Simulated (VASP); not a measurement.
Li (a cell with a defect), 17 atoms in the cell. The cell holds a defect, 17 atoms: a = 6.980 Å, b = 6.980 Å, c = 6.980 Å, α = 90.00°, β = 90.00°, γ = 90.00°. 

```yaml
Program: VASP 6.6.1
Task: single point
Functional: PBE
Potentials_or_basis: VASP PAW PBE potentials, release 64 (Li_sv)
Cutoff: 520 eV
k_mesh: 2 × 2 × 2
Occupations: fermi-dirac, width 0.05 eV
Spin: no spin polarisation
Dipole_correction: no
Further_INCAR_settings: LREAL = Auto; ALGO = Normal; EDIFF = 1e-06; NBANDS = 40
```

Potentials or basis: VASP PAW PBE potentials, release 64 (Li_sv).

Launch:

```console
$ cat potpaw_PBE.64/Li_sv/POTCAR > POTCAR
$ mpirun -np 1 vasp_std > vasp.out
```

Hardware: 1 thread of Intel(R) Xeon(R) Platinum 8559C (Emerald Rapids), on a shared host.

How long does it take, and how much memory?

It took 110 s on 1 thread of Intel(R) Xeon(R) Platinum 8559C (Emerald Rapids), with other jobs on the host, peak memory 0.37 GiB. Counts: scf iterations 14, k points 8.
